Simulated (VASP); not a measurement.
# GaN (P6_3mc) in VASP: notebook, part 2 of 2

VASP 6.6.1.

### Step 3. Single point, PBE

The input, INCAR:

```
PREC = Accurate ; ENCUT = 600
EDIFF = 1E-6 ; ISMEAR = 0
SIGMA = 0.01 ; LREAL = False
LASPH = True ; NELM = 120
ALGO = Normal ; ISIF = 2
LWAVE = False ; LCHARG = True
GGA = PE ; LELF = True
LVHAR = True ; NBANDS = 26
GGA_COMPAT = False
```

The input, KPOINTS:

```
regular mesh
0
Gamma
  6 6 3
```

The input, POSCAR:

```
GaN
1.0
    3.1800000000      0.0000000000      0.0000000000
   -1.5900000000      2.7539607800      0.0000000000
    0.0000000000      0.0000000000      5.1660000000
Ga N
2 2
Direct
    0.3333333333      0.6666666667      0.0000000000
    0.6666666667      0.3333333333      0.5000000000
    0.3333333333      0.6666666667      0.3750000000
    0.6666666667      0.3333333333      0.8750000000
```

Potentials or basis: VASP PAW PBE potentials, release 64 (Ga_d, N).

Launch:

```bash
$ cat potpaw_PBE.64/Ga_d/POTCAR potpaw_PBE.64/N/POTCAR > POTCAR
$ mpirun -np 1 vasp_std > vasp.out
```

OUTCAR:

```text
PREC = Accurate
   ENCUT = 600
   EDIFF = 1E-6
   ISMEAR = 0
   LREAL = False
   LASPH = True
   NELM = 120
   ISIF = 2
   GGA = PE

 ion  position               nearest neighbor table
   1  0.333  0.667  0.000-   3 1.94   4 1.95   4 1.95   4 1.95
   2  0.667  0.333  0.500-   4 1.94   3 1.95   3 1.95   3 1.95
   3  0.333  0.667  0.375-   1 1.94   2 1.95   2 1.95   2 1.95
   4  0.667  0.333  0.875-   2 1.94   1 1.95   1 1.95   1 1.95

  LATTYP: Found a hexagonal cell.
[... 594 lines left out ...]
  FORCE on cell =-STRESS in cart. coord.  units (eV):
  Direction    XX          YY          ZZ          XY          YZ          ZX
  --------------------------------------------------------------------------------------
  -------------------------------------------------------------------------------------
  Total        1.8207029      1.8207029      2.4226083      0.0000000      0.0000000      0.0000000
  in kB       64.4778281     64.4778279     85.7935232      0.0000000      0.0000000      0.0000000
  external PRESSURE =      71.5830597 kB  Pullay stress =       0.0000000 kB

 VOLUME and BASIS-vectors are now :
 -----------------------------------------------------------------------------
  energy-cutoff  :      600.00
  volume of cell :       45.24
      direct lattice vectors                 reciprocal lattice vectors
     3.180000000  0.000000000  0.000000000     0.314465409  0.181556689  0.000000000
    -1.590000000  2.753960780  0.000000000     0.000000000  0.363113377  0.000000000
     0.000000000  0.000000000  5.166000000     0.000000000  0.000000000  0.193573364

 POSITION                                       TOTAL-FORCE (eV/Angst)
 -----------------------------------------------------------------------------------
     -0.00000      1.83597      0.00000        -0.000000      0.000000     -0.133801
      1.59000      0.91799      2.58300        -0.000000      0.000000     -0.133801
     -0.00000      1.83597      1.93725         0.000000     -0.000000      0.133801
      1.59000      0.91799      4.52025        -0.000000      0.000000      0.133801
 -----------------------------------------------------------------------------------
    total drift:                               -0.000000     -0.000000     -0.000158

  FREE ENERGIE OF THE ION-ELECTRON SYSTEM (eV)
  ---------------------------------------------------
  free  energy   TOTEN  =       -24.2806174201 eV

  energy  without entropy=      -24.2806174201  energy(sigma->0) =      -24.28061742
```

OSZICAR:

```text
N       E                     dE             d eps       ncg     rms          rms(c)
DAV:   1     0.289905376740E+03    0.28991E+03   -0.19024E+04   784   0.280E+03
DAV:   2     0.869371978453E+01   -0.28121E+03   -0.26249E+03   800   0.519E+02
DAV:   3    -0.270948055460E+02   -0.35789E+02   -0.35261E+02   844   0.150E+02
DAV:   4    -0.283090047535E+02   -0.12142E+01   -0.12093E+01   870   0.295E+01
DAV:   5    -0.283373915601E+02   -0.28387E-01   -0.28352E-01   912   0.449E+00    0.110E+01
DAV:   6    -0.241912983502E+02    0.41461E+01   -0.10087E+01  1204   0.500E+01    0.300E+00
DAV:   7    -0.242990217796E+02   -0.10772E+00   -0.15234E+00   758   0.955E+00    0.271E+00
DAV:   8    -0.242943781075E+02    0.46437E-02   -0.14598E-01  1170   0.544E+00    0.747E-01
DAV:   9    -0.242800421563E+02    0.14336E-01   -0.52005E-02  1188   0.391E+00    0.333E-01
DAV:  10    -0.242807213530E+02   -0.67920E-03   -0.38187E-03   776   0.507E-01    0.682E-02
DAV:  11    -0.242806132094E+02    0.10814E-03   -0.84211E-04  1072   0.533E-01    0.379E-02
DAV:  12    -0.242806184499E+02   -0.52405E-05   -0.93291E-05   790   0.723E-02    0.307E-02
DAV:  13    -0.242806219535E+02   -0.35036E-05   -0.81261E-05  1114   0.968E-02    0.376E-02
DAV:  14    -0.242806174096E+02    0.45439E-05   -0.17566E-05   916   0.388E-02    0.137E-02
DAV:  15    -0.242806174201E+02   -0.10511E-07   -0.15433E-06   714   0.859E-03
   1 F= -.24280617E+02 E0= -.24280617E+02  d E =-.634930E-31
```

Wall time 41 s (1 thread of Intel Xeon 8259CL, shared host); peak memory 0.18 GiB.

Results:

```
Free energy            : -24.2806 eV
Pressure               : 7.2 GPa
Largest force          : 0.134 eV/Å
Band gap on the k mesh : 1.97 eV, direct
```

Forces on the atoms (eV/Å):
```
Ga   0.000  0.000 -0.134
Ga   0.000  0.000 -0.134
N    0.000  0.000  0.134
N    0.000  0.000  0.134
```

Stress tensor (GPa, compression positive):
```
6.45 0.00 0.00
0.00 6.45 0.00
0.00 0.00 8.58
```
